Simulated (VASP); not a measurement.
Here is a VASP 6.6.1 calculation.

INCAR

```
PREC = Accurate
ENCUT = 520
EDIFF = 1E-6
ISMEAR = 0
SIGMA = 0.1
LREAL = False
LASPH = True
NELM = 100
ALGO = Normal
ISIF = 2
LWAVE = False
LCHARG = False
GGA = PS
NBANDS = 8
```

Contents of KPOINTS:

```
Automatic mesh
0
Gamma
  18 18 18
```

POSCAR

```
Al
1.0
    0.0000000000      2.0076963003      2.0076963003
    2.0076963003      0.0000000000      2.0076963003
    2.0076963003      2.0076963003      0.0000000000
Al
1
Direct
    0.0000000000      0.0000000000      0.0000000000
```

Potentials or basis: VASP PAW PBE potentials, release 64 (Al).

Command:

```sh
$ cat potpaw_PBE.64/Al/POTCAR > POTCAR
$ mpirun -np 1 vasp_std > vasp.out
```

Predict the pressure.

0.0 GPa.

Caveat: the PAW data sets were made with another functional, which shifts forces and pressure a little.
